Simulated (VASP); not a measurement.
# Ge (P-1) in VASP: further runs

The runs below take Ge through single point, with r2SCAN.

Program: VASP 6.6.1. These are calculated values, not measurements. Logs are shortened: lines on timing, memory, paths and dates and some standing lists are left out, and cuts for length are marked.

**1. The cell of the first run**

The typed cell holds 1 atom: a = 2.909 Å, b = 2.860 Å, c = 2.665 Å, α = 89.22°, β = 89.28°, γ = 122.29°.

**2. Single point, r2SCAN**

The input, POSCAR:

```
Ge
1.0
    1.4179388604     -2.5402021624      0.0181196994
    1.3661554549      2.5123786900      0.0196171953
    0.0364390650      0.0007786978      2.6645741820
Ge
1
Direct
    0.5000000000      0.5000000000      0.0000000000
```

The input, INCAR.step1:

```
SYSTEM = Ge
ALGO = Normal
EDIFF = 1E-4
ENCUT = 520
GGA = PE
ISMEAR = 1
LASPH = .TRUE.
LCHARG = .FALSE.
LREAL = .FALSE.
LWAVE = .TRUE.
NBANDS = 13
NELM = 100
PREC = Accurate
SIGMA = 0.1
```

The input, INCAR.step2:

```
SYSTEM = Ge
ALGO = Normal
EDIFF = 1E-6
ENCUT = 520
ISIF = 2
ISMEAR = 1
ISTART = 1
LASPH = .TRUE.
LCHARG = .FALSE.
LMIXTAU = .TRUE.
LREAL = .FALSE.
LWAVE = .FALSE.
METAGGA = R2SCAN
NBANDS = 13
NELM = 100
PREC = Accurate
SIGMA = 0.1
```

The input, KPOINTS:

```
k-points
0
G
  8 8 7
  0 0 0
```

Potentials or basis: VASP PAW PBE potentials, release 64 (Ge_d).

Command:

```bash
cat potpaw_PBE.64/Ge_d/POTCAR > POTCAR
cp INCAR.step1 INCAR
mpirun -np 1 vasp_std > vasp.out
cp INCAR.step2 INCAR
mpirun -np 1 vasp_std > vasp.out
```

OUTCAR:

```text
SYSTEM = Ge
   EDIFF = 1E-6
   ENCUT = 520
   ISIF = 2
   ISMEAR = 1
   ISTART = 1
   LASPH = .TRUE.
   LREAL = .FALSE.
   METAGGA = R2SCAN
   NELM = 100
   PREC = Accurate

 ion  position               nearest neighbor table
   1  0.500  0.500  0.000-

  LATTYP: Found a triclinic cell.
 ALAT       =     5.5458396522
 B/A-ratio  =     0.5020861120
 C/A-ratio  =     1.0302401622
 COS(alpha) =     0.0051990214
 COS(beta)  =     0.6311865466
 COS(gamma) =     0.7492674435

  Lattice vectors:

 A1 = (   4.1655941107,  -2.5688043326,  -2.6087175879)
 A2 = (   2.7840943153,  -0.0278234724,   0.0377368947)
 A3 = (   0.0153443405,  -5.0533595502,  -2.6660716779)

Analysis of symmetry for initial positions (statically):
=====================================================================
 Subroutine PRICEL returns:
 Original cell was already a primitive cell.

 Routine SETGRP: Setting up the symmetry group for a
 triclinic supercell.

 Subroutine GETGRP returns: Found  2 space group operations
 (whereof  2 operations were pure point group operations)
 out of a pool of  2 trial point group operations.

The static configuration has the point symmetry S_2 .

Analysis of symmetry for dynamics (positions and initial velocities):
=====================================================================
 Subroutine PRICEL returns:
 Original cell was already a primitive cell.

 Routine SETGRP: Setting up the symmetry group for a
 triclinic supercell.

 Subroutine GETGRP returns: Found  2 space group operations
 (whereof  2 operations were pure point group operations)
 out of a pool of  2 trial point group operations.

The dynamic configuration has the point symmetry S_2 .

 Subroutine INISYM returns: Found  2 space group operations
 (whereof  2 operations are pure point group operations),
 and found     1 'primitive' translations

----------------------------------------------------------------------------------------

                                     Primitive cell

  volume of cell :      18.7357

  direct lattice vectors                    reciprocal lattice vectors
     1.417938860 -2.540202162  0.018119699     0.357307363 -0.194255214 -0.004829545
     1.366155455  2.512378690  0.019617195     0.361265960  0.201622715 -0.004999372
     0.036439065  0.000778698  2.664574182    -0.005089491 -0.000163413  0.375364135

  length of vectors
     2.909210539  2.859862277  2.664823443     0.406727137  0.413750899  0.375398673

  position of ions in fractional coordinates (direct lattice)
     0.500000000  0.500000000  0.000000000

  ion indices of the primitive-cell ions
   primitive index   ion index
                 1           1

----------------------------------------------------------------------------------------

 KPOINTS: k-points

Automatic generation of k-mesh.
 Grid dimensions read from file:
 generate k-points for:    8    8    7

 Generating k-lattice:

  Cartesian coordinates                     Fractional coordinates (reciprocal lattice)
     0.044663420 -0.024281902 -0.000603693     0.125000000 -0.000000000  0.000000000
     0.045158245  0.025202839 -0.000624921    -0.000000000  0.125000000 -0.000000000
    -0.000727070 -0.000023345  0.053623448     0.000000000  0.000000000  0.142857143

  Length of vectors
     0.050840892  0.051718862  0.053628382

  Shift w.r.t. Gamma in fractional coordinates (k-lattice)
     0.000000000  0.000000000  0.000000000

 Subroutine IBZKPT returns following result:
 ===========================================

 Found    226 irreducible k-points:

 Following reciprocal coordinates:
            Coordinates               Weight
  0.000000  0.000000  0.000000      1.000000
  0.125000 -0.000000  0.000000      2.000000
  0.250000 -0.000000  0.000000      2.000000
  0.375000 -0.000000  0.000000      2.000000
  0.500000 -0.000000  0.000000      1.000000
 -0.000000  0.125000  0.000000      2.000000
[... 16 lines left out ...]
  0.125000  0.375000  0.000000      2.000000
  0.250000  0.375000  0.000000      2.000000
 [... further k-points ...]
   k-points           NKPTS =    226   k-points in BZ     NKDIM =    226   number of bands    NBANDS=     13
   number of dos      NEDOS =    301   number of ions     NIONS =      1
   total plane-waves  NPLWV =  11520
   dimension x,y,z NGX =    24 NGY =   24 NGZ =   20
   dimension x,y,z NGXF=    48 NGYF=   48 NGZF=   40
   ions per type =               1
   NGX,Y,Z   is equivalent  to a cutoff of  13.71, 13.95, 12.48 a.u.
   NGXF,Y,Z  is equivalent  to a cutoff of  27.43, 27.90, 24.95 a.u.
 SYSTEM =  Ge
   PREC   = accura    normal or accurate (medium, high low for compatibility)
   ISTART =      1    job   : 0-new  1-cont  2-samecut
   ICHARG =      0    charge: 1-file 2-atom 10-const
   ISPIN  =      1    spin polarized calculation?
   LNONCOLLINEAR =      F non collinear calculations
   LSORBIT =      F    spin-orbit coupling
   LASPH  =      T    aspherical Exc in radial PAW
   ENCUT  =  520.0 eV  38.22 Ry    6.18 a.u.   5.41  5.32  4.95*2*pi/ulx,y,z
   NELM   =    100;   NELMIN=  2; NELMDL=  0     # of ELM steps
   EDIFF  = 0.1E-05   stopping-criterion for ELM
   LREAL  =      F    real-space projection
   EDIFFG = 0.1E-04   stopping-criterion for IOM
   NSW    =      0    number of steps for IOM
   IBRION =     -1    ionic relax: 0-MD 1-quasi-New 2-CG
   NFREE  =      0    steps in history (QN), initial steepest desc. (CG)
   ISIF   =      2    stress and relaxation
   ISYM   =      2    0-nonsym 1-usesym 2-fastsym
   POTIM  = 0.5000    time-step for ionic-motion
   TEBEG  =    0.0;   TEEND  =   0.0 temperature during run
   PSTRESS=    0.0 pullay stress
   NELECT =      14.0000    total number of electrons
   NUPDOWN=      -1.0000    fix difference up-down
   EMIN   =  10.00;   EMAX   =-10.00  energy-range for DOS
   EFERMI =   0.00;   METHOD = LEGACY
   ISMEAR =     1;   SIGMA  =   0.10  broadening in eV -4-tet -1-fermi 0-gaus
   EFERMI_NEDOS =   21; number of points for ismear=-14 and -15
   IALGO  =     38    algorithm
   IMIX   =      4    mixing-type and parameters
     AMIX     =   0.40;   BMIX     =  1.00
     AMIX_MAG =   1.60;   BMIX_MAG =  1.00
  volume/ion in A,a.u.               =      18.74       126.43
  Fermi-wavevector in a.u.,A,eV,Ry     =   1.485574  2.807327 30.027093  2.206929
  Thomas-Fermi vector in A             =   2.598968
   LORBIT       =      0    0 simple, 1 ext, 2 COOP (PROOUT), +10 PAW based schemes
   METAGGA = R2SCAN    functional components
   LHFCALC =     F    Hartree Fock is set to
   AEXX    =    0.0000 exact exchange contribution
   IVDW    =     0    specifies the selected vdW correction
   LEPSILON=     F    determine dielectric tensor
   LRPA    =     F    only Hartree local field effects (RPA)
 non-spin polarized calculation
 Methfessel and Paxton  Order N= 1 SIGMA  =   0.10
  energy-cutoff  :      520.00
  volume of cell :       18.74
 maximum number of plane-waves:       518
 NGX is ok and might be reduce to    24
   NGX = 11   NGY = 11   NGZ =  9

 number of electron      13.9999992 magnetization

 Free energy of the ion-electron system (eV)
  ---------------------------------------------------
  ext. energy  EPLUGINS =         0.00000000
  ---------------------------------------------------
  free energy    TOTEN  =       -13.47441605 eV

  energy without entropy =      -13.47438844  energy(sigma->0) =      -13.47440685

 E-fermi :   6.2693     XC(G=0): -12.3441

 val. band max:        6.2690503780   @ k =   0.3750  -0.2500   0.2857
 cond. band min:       6.2802825922   @ k =   0.2500   0.2500   0.1429
 fundamental gap:      0.0112322142
 Fermi energy:         6.2693030385

 k-point     1 :       0.0000    0.0000    0.0000
  band No.  band energies     occupation
      1     -18.9401      2.00000
      2     -18.8658      2.00000
      3     -18.8226      2.00000
      4     -18.6792      2.00000
      5     -18.6672      2.00000
      6      -7.3008      2.00000
      7      13.7433      0.00000
      8      14.8421      0.00000
      9      15.8966      0.00000
     10      17.3323      0.00000
     11      20.6568      0.00000
     12      22.2358      0.00000
     13      23.1251      0.00000

 k-point     2 :       0.1250   -0.0000    0.0000
  band No.  band energies     occupation
      1     -18.9289      2.00000
      2     -18.8557      2.00000
      3     -18.8162      2.00000
      4     -18.6843      2.00000
      5     -18.6731      2.00000
      6      -6.8979      2.00000
      7      12.2269      0.00000
      8      14.0630      0.00000
      9      14.1606      0.00000
     10      17.9059      0.00000
     11      19.5427      0.00000
     12      22.7812      0.00000
     13      25.4150      0.00000

 k-point     3 :       0.2500   -0.0000    0.0000
  band No.  band energies     occupation
      1     -18.9134      2.00000
      2     -18.8464      2.00000
      3     -18.7752      2.00000
      4     -18.7030      2.00000
      5     -18.6806      2.00000
      6      -5.6921      2.00000
      7       7.5526     -0.00000
      8      12.4133      0.00000
      9      15.2555      0.00000
     10      16.6427      0.00000
     11      20.0883      0.00000
     12      26.3380      0.00000
     13      29.0412      0.00000
[... 305 lines left out ...]
 k-point    23 :       0.1250    0.3750    0.0000
  band No.  band energies     occupation
      1     -18.8991      2.00000
      2     -18.8220      2.00000
      3     -18.7290      2.00000
      4     -18.7120      2.00000
      5     -18.6970      2.00000
      6      -2.0411      2.00000
      7       1.9090      2.00000
      8       7.8374     -0.00000
      9      17.7145      0.00000
     10      18.0079      0.00000
     11      23.4746      0.00000
     12      25.0805      0.00000
     13      26.3784      0.00000

 k-point    24 :       0.2500    0.3750    0.0000
  band No.  band energies     occupation
      1     -18.8656      2.00000
      2     -18.8113      2.00000
      3     -18.7486      2.00000
      4     -18.7201      2.00000
      5     -18.7084      2.00000
      6      -0.8491      2.00000
      7       2.0068      2.00000
      8       4.3556      2.00000
      9      18.6357      0.00000
     10      22.5733      0.00000
     11      25.0003      0.00000
     12      25.5473      0.00000
     13      26.1298      0.00000

 [... further k-points ...]
[... 5 lines left out ...]
  --------------------------------------------------------------------------------------
  -------------------------------------------------------------------------------------
  Total        0.1595614     -0.2232476     -0.1223574      0.0740368      0.0267979     -0.0343213
  in kB       13.6448440    -19.0909447    -10.4633546      6.3312300      2.2916111     -2.9349761
  external PRESSURE =      -5.3031518 kB  Pullay stress =       0.0000000 kB

 VOLUME and BASIS-vectors are now :
 -----------------------------------------------------------------------------
  energy-cutoff  :      520.00
  volume of cell :       18.74
      direct lattice vectors                 reciprocal lattice vectors
     1.417938860 -2.540202162  0.018119699     0.357307363 -0.194255214 -0.004829545
     1.366155455  2.512378690  0.019617195     0.361265960  0.201622715 -0.004999372
     0.036439065  0.000778698  2.664574182    -0.005089491 -0.000163413  0.375364135

 POSITION                                       TOTAL-FORCE (eV/Angst)
 -----------------------------------------------------------------------------------
      1.39205     -0.01391      0.01887        -0.000000     -0.000000      0.000000
 -----------------------------------------------------------------------------------
    total drift:                               -0.000000     -0.000000     -0.000000

  FREE ENERGIE OF THE ION-ELECTRON SYSTEM (eV)
  ---------------------------------------------------
  free  energy   TOTEN  =       -13.4744160536 eV

  energy  without entropy=      -13.4743884444  energy(sigma->0) =      -13.47440685
```

Wall time 53 s (1 thread of Intel Xeon 6975P-C, shared host); peak memory 0.17 GiB.

Results:

```
Free energy            : -13.4744 eV
Pressure               : -0.5 GPa
Band gap on the k mesh : zero (band 7 reaches 13.74 eV, above the bottom of band 8 at 4.36 eV)
```

Levels at points of the mesh, in eV from the Fermi level:
```
           k point  band 3  band 4  band 5  band 6  band 7  band 8  band 9  band 10  band 11  band 12
(0.00, 0.00, 0.00)  -25.09  -24.95  -24.94  -13.57    7.47    8.57    9.63    11.06    14.39    15.97
(0.50, 0.00, 0.00)  -25.00  -24.97  -24.96   -8.13   -5.61    4.62    8.89    11.63    17.60    18.13
(0.00, 0.50, 0.00)  -25.00  -24.97  -24.96   -7.83   -5.52    3.97    8.30    11.85    17.76    18.25
(0.50, 0.50, 0.00)  -25.00  -24.98  -24.95   -8.61   -5.72    5.58    9.76    11.30    17.74    17.93
```

Caveat: the PAW data sets were made with another functional, which shifts forces and pressure a little.

(Part 1 of 2 ends here.)
